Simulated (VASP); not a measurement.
Write the native input for VASP 6.6.1 that does the following.

* Task: single point
* Functional: r2SCAN
* Potentials or basis: VASP PAW PBE potentials, release 64 (Sn_d, O)
* Cutoff: 520 eV
* k mesh: 6 × 6 × 8
* Occupations: gaussian, width 0.02 eV
* Spin: no spin polarisation
* Dipole correction: no
* Further INCAR settings: ALGO = Normal; EDIFF = 1e-07; NBANDS = 35

SnO2:

```xyz
6
Lattice="4.7598 0.0000 0.0000 0.0000 4.7598 0.0000 0.0000 0.0000 3.2007" Properties=species:S:1:pos:R:3 pbc="T T T"
Sn    2.3799    2.3799    0.0000
Sn    0.0000    0.0000    1.6004
O     3.3037    3.3037    1.6004
O     3.8360    0.9238    0.0000
O     0.9238    3.8360    0.0000
O     1.4561    1.4561    1.6004
```

These files were run (other wordings do the same):

POSCAR

```
SnO2
1.0
    4.7597864925      0.0000000000      0.0000000000
    0.0000000000      4.7597864925      0.0000000000
    0.0000000000      0.0000000000      3.2007107769
Sn O
2 4
Direct
    0.5000000000      0.5000000000      0.0000000000
    0.0000000000      0.0000000000      0.5000000000
    0.6940824076      0.6940824076      0.5000000000
    0.8059175924      0.1940824076      0.0000000000
    0.1940824076      0.8059175924      0.0000000000
    0.3059175924      0.3059175924      0.5000000000
```

INCAR.step1

```
SYSTEM = SnO2
ALGO = Normal ; EDIFF = 1E-4
ENCUT = 520 ; GGA = PE
ISMEAR = 0 ; LASPH = .True.
LCHARG = .False. ; LREAL = .False.
LWAVE = .True. ; NBANDS = 35
NELM = 80 ; PREC = Accurate
SIGMA = 0.02
```

INCAR.step2

```
SYSTEM = SnO2
ALGO = Normal ; EDIFF = 1E-7
ENCUT = 520 ; ISIF = 2
ISMEAR = 0 ; ISTART = 1
LASPH = .True. ; LCHARG = .False.
LMIXTAU = .True. ; LREAL = .False.
LWAVE = .False. ; METAGGA = R2SCAN
NBANDS = 35 ; NELM = 80
PREC = Accurate ; SIGMA = 0.02
```

KPOINTS

```
k-points
0
Gamma
  6 6 8
  0 0 0
```

Potentials or basis: VASP PAW PBE potentials, release 64 (Sn_d, O).

Command:

```console
$ cat potpaw_PBE.64/Sn_d/POTCAR potpaw_PBE.64/O/POTCAR > POTCAR
$ cp INCAR.step1 INCAR
$ mpirun -np 1 vasp_std > vasp.out
$ cp INCAR.step2 INCAR
$ mpirun -np 1 vasp_std > vasp.out
```

It gave:

The pressure is 1.1 GPa, the largest force is 0.029 eV/Å and the band gap on the k mesh is 1.80 eV, direct.

Caveat: the PAW data sets were made with another functional, which shifts forces and pressure a little; spin-orbit coupling is left out, which moves the levels of the heavy elements.

It took 5.3 min on 1 thread of Intel(R) Xeon(R) Platinum 8259CL CPU @ 2.50GHz (Skylake/Cascade Lake), with other jobs on the host, peak memory 0.24 GiB.
